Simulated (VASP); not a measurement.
# Be in VASP: relaxation of the atoms with PBE

Aim: the relaxation of the atoms of Be with PBE.

Program: VASP 6.6.1. These are calculated values, not measurements. Logs are shortened: lines on timing, memory, paths and dates and some standing lists are left out, and cuts for length are marked.

## (1) The cell of the first run

The cell holds a slab with vacuum, 5 atoms: a = 2.261 Å, b = 2.261 Å, c = 23.138 Å, α = 90.00°, β = 90.00°, γ = 120.00°.

## (2) Relaxation of the atoms, PBE

The input, INCAR:

```
SYSTEM = Be
PREC = Accurate
ENCUT = 520
EDIFF = 1E-6
ISMEAR = -1
SIGMA = 0.05
LREAL = .FALSE.
LASPH = .TRUE.
NELM = 60
ALGO = Normal
ISIF = 2
LWAVE = .FALSE.
LCHARG = .FALSE.
LDIPOL = .TRUE.
IDIPOL = 3
DIPOL = 0.5 0.5 0.500
GGA = PE
IBRION = 2
NSW = 32
EDIFFG = -0.01
```

The input, KPOINTS:

```
regular mesh
0
G
  21 21 1
  0 0 0
```

The input, POSCAR:

```
Be
1.0
    2.2613065234      0.0000000000      0.0000000000
   -1.1306532617      1.9583488950      0.0000000000
    0.0000000000      0.0000000000     23.1380000000
Be
5
Direct
    0.0000000000      0.0000000000      0.3420461775
    0.3333333333      0.6666666667      0.4218759128
    0.0000000000      0.0000000000      0.5000000565
    0.3333333333      0.6666666667      0.5781239784
    0.0000000000      0.0000000000      0.6579538746
```

Potentials or basis: VASP PAW PBE potentials, release 64 (Be).

The run is started by

```bash
cat potpaw_PBE.64/Be/POTCAR > POTCAR
mpirun -np 1 vasp_std > vasp.out
```

OUTCAR:

```text
SYSTEM = Be
   PREC = Accurate
   ENCUT = 520
   EDIFF = 1E-6
   ISMEAR = -1
   LREAL = .FALSE.
   LASPH = .TRUE.
   NELM = 60
   ISIF = 2
   GGA = PE
   IBRION = 2
   NSW = 32
   EDIFFG = -0.01

 ion  position               nearest neighbor table
   1  0.000  0.000  0.342-   2 2.26   2 2.26   2 2.26
   2  0.333  0.667  0.422-   3 2.23   3 2.23   3 2.23   1 2.26   1 2.26   1 2.26
   3  0.000  0.000  0.500-   4 2.23   4 2.23   4 2.23   2 2.23   2 2.23   2 2.23
   4  0.333  0.667  0.578-   3 2.23   3 2.23   3 2.23   5 2.26   5 2.26   5 2.26
   5  0.000  0.000  0.658-   4 2.26   4 2.26   4 2.26

  LATTYP: Found a hexagonal cell.
 ALAT       =     2.2613065234
 C/A-ratio  =    10.2321378197

  Lattice vectors:

 A1 = (   2.2613065234,   0.0000000000,   0.0000000000)
 A2 = (  -1.1306532617,   1.9583488950,   0.0000000000)
 A3 = (   0.0000000000,   0.0000000000,  23.1380000000)

Analysis of symmetry for initial positions (statically):
=====================================================================
 Subroutine PRICEL returns:
 Original cell was already a primitive cell.

 Routine SETGRP: Setting up the symmetry group for a
 hexagonal supercell.

 Subroutine GETGRP returns: Found 12 space group operations
 (whereof 12 operations were pure point group operations)
 out of a pool of 24 trial point group operations.

The static configuration has the point symmetry D_3h.

Analysis of symmetry for dynamics (positions and initial velocities):
=====================================================================
 Subroutine PRICEL returns:
 Original cell was already a primitive cell.

 Routine SETGRP: Setting up the symmetry group for a
 hexagonal supercell.

 Subroutine GETGRP returns: Found 12 space group operations
 (whereof 12 operations were pure point group operations)
 out of a pool of 24 trial point group operations.

The dynamic configuration has the point symmetry D_3h.

 Subroutine INISYM returns: Found 12 space group operations
 (whereof 12 operations are pure point group operations),
 and found     1 'primitive' translations

----------------------------------------------------------------------------------------

                                     Primitive cell

  volume of cell :     102.4649

  direct lattice vectors                    reciprocal lattice vectors
     2.261306523  0.000000000  0.000000000     0.442222224  0.255317120  0.000000000
    -1.130653262  1.958348895  0.000000000     0.000000000  0.510634240  0.000000000
     0.000000000  0.000000000 23.138000000     0.000000000  0.000000000  0.043218947

  length of vectors
     2.261306523  2.261306523 23.138000000     0.510634240  0.510634240  0.043218947

  position of ions in fractional coordinates (direct lattice)
     0.000000000  0.000000000  0.342046178
     0.333333333  0.666666667  0.421875913
     0.000000000  0.000000000  0.500000056
     0.333333333  0.666666667  0.578123978
     0.000000000  0.000000000  0.657953875

  ion indices of the primitive-cell ions
   primitive index   ion index
                 1           1
                 2           2
                 3           3
                 4           4
                 5           5

----------------------------------------------------------------------------------------

 KPOINTS: regular mesh

Automatic generation of k-mesh.
 Grid dimensions read from file:
 generate k-points for:   21   21    1

 Generating k-lattice:

  Cartesian coordinates                     Fractional coordinates (reciprocal lattice)
     0.021058201  0.012157958  0.000000000     0.047619048 -0.000000000  0.000000000
     0.000000000  0.024315916  0.000000000     0.000000000  0.047619048  0.000000000
     0.000000000  0.000000000  0.043218947     0.000000000  0.000000000  1.000000000

  Length of vectors
     0.024315916  0.024315916  0.043218947

  Shift w.r.t. Gamma in fractional coordinates (k-lattice)
     0.000000000  0.000000000  0.000000000

 Subroutine IBZKPT returns following result:
 ===========================================

 Found     48 irreducible k-points:

 Following reciprocal coordinates:
            Coordinates               Weight
  0.000000  0.000000  0.000000      1.000000
  0.047619 -0.000000  0.000000      6.000000
  0.095238 -0.000000  0.000000      6.000000
  0.142857 -0.000000  0.000000      6.000000
  0.190476 -0.000000  0.000000      6.000000
  0.238095 -0.000000  0.000000      6.000000
[... 16 lines left out ...]
  0.142857  0.095238  0.000000     12.000000
  0.190476  0.095238  0.000000     12.000000
 [... further k-points ...]
   k-points           NKPTS =     48   k-points in BZ     NKDIM =     48   number of bands    NBANDS=      9
   number of dos      NEDOS =    301   number of ions     NIONS =      5
   total plane-waves  NPLWV =  58320
   dimension x,y,z NGX =    18 NGY =   18 NGZ =  180
   dimension x,y,z NGXF=    36 NGYF=   36 NGZF=  360
   ions per type =               5
   NGX,Y,Z   is equivalent  to a cutoff of  13.23, 13.23, 12.93 a.u.
   NGXF,Y,Z  is equivalent  to a cutoff of  26.47, 26.47, 25.87 a.u.
 SYSTEM =  Be
   PREC   = accura    normal or accurate (medium, high low for compatibility)
   ISTART =      0    job   : 0-new  1-cont  2-samecut
   ICHARG =      2    charge: 1-file 2-atom 10-const
   ISPIN  =      1    spin polarized calculation?
   LNONCOLLINEAR =      F non collinear calculations
   LSORBIT =      F    spin-orbit coupling
   LASPH  =      T    aspherical Exc in radial PAW
   ENCUT  =  520.0 eV  38.22 Ry    6.18 a.u.   4.20  4.20 43.02*2*pi/ulx,y,z
   NELM   =     60;   NELMIN=  2; NELMDL= -5     # of ELM steps
   EDIFF  = 0.1E-05   stopping-criterion for ELM
   LREAL  =      F    real-space projection
   EDIFFG = -.1E-01   stopping-criterion for IOM
   NSW    =     32    number of steps for IOM
   IBRION =      2    ionic relax: 0-MD 1-quasi-New 2-CG
   NFREE  =      1    steps in history (QN), initial steepest desc. (CG)
   ISIF   =      2    stress and relaxation
   ISYM   =      2    0-nonsym 1-usesym 2-fastsym
   POTIM  = 0.5000    time-step for ionic-motion
   TEBEG  =    0.0;   TEEND  =   0.0 temperature during run
   PSTRESS=    0.0 pullay stress
   NELECT =      10.0000    total number of electrons
   NUPDOWN=      -1.0000    fix difference up-down
   EMIN   =  10.00;   EMAX   =-10.00  energy-range for DOS
   EFERMI =   0.00;   METHOD = LEGACY
   ISMEAR =    -1;   SIGMA  =   0.05  broadening in eV -4-tet -1-fermi 0-gaus
   EFERMI_NEDOS =   21; number of points for ismear=-14 and -15
   IALGO  =     38    algorithm
   IMIX   =      4    mixing-type and parameters
     AMIX     =   0.40;   BMIX     =  1.00
     AMIX_MAG =   1.60;   BMIX_MAG =  1.00
  volume/ion in A,a.u.               =      20.49       138.29
  Fermi-wavevector in a.u.,A,eV,Ry     =   0.753731  1.424345  7.729612  0.568110
  Thomas-Fermi vector in A             =   1.851237
   LORBIT       =      0    0 simple, 1 ext, 2 COOP (PROOUT), +10 PAW based schemes
   GGA     = PE    functional components
   LHFCALC =     F    Hartree Fock is set to
   AEXX    =    0.0000 exact exchange contribution
   IVDW    =     0    specifies the selected vdW correction
   LEPSILON=     F    determine dielectric tensor
   LRPA    =     F    only Hartree local field effects (RPA)
 conjugate gradient relaxation of ions
 non-spin polarized calculation
  energy-cutoff  :      520.00
  volume of cell :      102.46
 maximum number of plane-waves:      2802
 NGX is ok and might be reduce to    18
   NGX =  9   NGY =  9   NGZ = 87

 dipolmoment           0.000000      0.000000     -0.000000 electrons x Angstroem

 number of electron      10.0000000 magnetization

 dipolmoment           0.000000      0.000000      0.000000 electrons x Angstroem

 Free energy of the ion-electron system (eV)
  ---------------------------------------------------
  ext. energy  EPLUGINS =         0.00000000
  ---------------------------------------------------
  free energy    TOTEN  =       -17.85601383 eV

  energy without entropy =      -17.84252394  energy(sigma->0) =      -17.84926888

 E-fermi :  -0.7756     XC(G=0):  -4.9996

 val. band max:       -0.7997748793   @ k =   0.1905   0.0952   0.0000
 cond. band min:      -0.6670943969   @ k =   0.3333   0.2857   0.0000
 fundamental gap:      0.1326804824
 Fermi energy:        -0.7755752715

 k-point     1 :       0.0000    0.0000    0.0000
  band No.  band energies     occupation
      1     -11.0950      2.00000
      2     -10.0558      2.00000
      3      -8.6248      2.00000
      4      -6.7575      2.00000
      5      -3.7714      2.00000
      6      -3.0622      2.00000
      7       2.3077      0.00000
      8       3.8560      0.00000
      9       4.3588      0.00000

 k-point     2 :       0.0476   -0.0000    0.0000
  band No.  band energies     occupation
      1     -11.0292      2.00000
      2      -9.9893      2.00000
      3      -8.5571      2.00000
      4      -6.6870      2.00000
      5      -3.7024      2.00000
      6      -2.9808      2.00000
      7       2.3522      0.00000
      8       3.9323      0.00000
      9       4.4422      0.00000

 k-point     3 :       0.0952   -0.0000    0.0000
  band No.  band energies     occupation
      1     -10.8317      2.00000
      2      -9.7899      2.00000
      3      -8.3545      2.00000
      4      -6.4764      2.00000
      5      -3.4968      2.00000
      6      -2.7367      2.00000
      7       2.4831      0.00000
      8       4.1588      0.00000
      9       4.6927      0.00000
[... 229 lines left out ...]
 k-point    23 :       0.1429    0.0952    0.0000
  band No.  band energies     occupation
      1      -9.8438      2.00000
      2      -8.7952      2.00000
      3      -7.3492      2.00000
      4      -5.4414      2.00000
      5      -2.5088      2.00000
      6      -1.5220      2.00000
      7       3.0843      0.00000
      8       5.2174      0.00000
      9       5.9410      0.00000

 k-point    24 :       0.1905    0.0952    0.0000
  band No.  band energies     occupation
      1      -9.2515      2.00000
      2      -8.2015      2.00000
      3      -6.7540      2.00000
      4      -4.8384      2.00000
      5      -1.9605      2.00000
      6      -0.7998      1.23738
      7       3.3616      0.00000
      8       5.7220      0.00000
      9       6.6597      0.00000

 [... further k-points ...]

------------------------ aborting loop because EDIFF is reached ----------------------------------------

 vacuum level on the upper side and lower side of the slab       (xc-potential included)        -0.128        -0.128

  FORCE on cell =-STRESS in cart. coord.  units (eV):
  Direction    XX          YY          ZZ          XY          YZ          ZX
  --------------------------------------------------------------------------------------
  -------------------------------------------------------------------------------------
  Total       -1.7782922     -1.7782922      0.0357330      0.0000000      0.0000000      0.0000000
  in kB      -27.8059914    -27.8059914      0.5587334      0.0000000      0.0000000      0.0000000
  external PRESSURE =     -18.3510831 kB  Pullay stress =       0.0000000 kB

 VOLUME and BASIS-vectors are now :
 -----------------------------------------------------------------------------
  energy-cutoff  :      520.00
  volume of cell :      102.46
      direct lattice vectors                 reciprocal lattice vectors
     2.261306523  0.000000000  0.000000000     0.442222224  0.255317120  0.000000000
    -1.130653262  1.958348895  0.000000000     0.000000000  0.510634240  0.000000000
     0.000000000  0.000000000 23.138000000     0.000000000  0.000000000  0.043218947

 POSITION                                       TOTAL-FORCE (eV/Angst)
 -----------------------------------------------------------------------------------
      0.00000      0.00000      7.91426        -0.000000      0.000000     -0.002527
     -0.00000      1.30557      9.76136         0.000000     -0.000000     -0.005171
      0.00000      0.00000     11.56900         0.000000     -0.000000     -0.000000
     -0.00000      1.30557     13.37663         0.000000     -0.000000      0.005171
      0.00000      0.00000     15.22374        -0.000000     -0.000000      0.002527
 -----------------------------------------------------------------------------------
    total drift:                                0.000000     -0.000000      0.000001

  FREE ENERGIE OF THE ION-ELECTRON SYSTEM (eV)
  ---------------------------------------------------
  free  energy   TOTEN  =       -17.8560138255 eV

  energy  without entropy=      -17.8425239402  energy(sigma->0) =      -17.84926888

 reached required accuracy - stopping structural energy minimisation

 vacuum level on the upper side and lower side of the slab         4.524         4.524
```

Run time: 3 min. Hardware: 1 thread of Intel Xeon 8259CL, shared host; peak memory 0.23 GiB.

What came out:

| Quantity | Value |
| --- | --- |
| Free energy | -17.8560 eV |
| Largest force after relaxing | 0.005 eV/Å |
| Band gap on the k mesh | zero (bands 5 and 6 overlap by 3.13 eV) |

Forces on the atoms (eV/Å):
```
Be   0.000  0.000 -0.003
Be   0.000  0.000 -0.005
Be   0.000  0.000  0.000
Be   0.000  0.000  0.005
Be   0.000  0.000  0.003
```

Final structure:
```
CELL_PARAMETERS angstrom
2.26131 0.00000 0.00000
-1.13065 1.95835 0.00000
0.00000 0.00000 23.13800
ATOMIC_POSITIONS crystal
Be 0.00000 0.00000 0.34205
Be 0.33333 0.66667 0.42188
Be 0.00000 0.00000 0.50000
Be 0.33333 0.66667 0.57812
Be 0.00000 0.00000 0.65795
```

Levels at points of the mesh, in eV from the Fermi level:
```
           k point  band 2  band 3  band 4  band 5  band 6  band 7  band 8  band 9
(0.00, 0.00, 0.00)   -9.28   -7.85   -5.98   -3.00   -2.29    3.08    4.63    5.13
```

Caveat: the relaxation stopped at its first step, so nothing moved.

The gap in the log of VASP goes by the Fermi energy; the results here count the filled bands.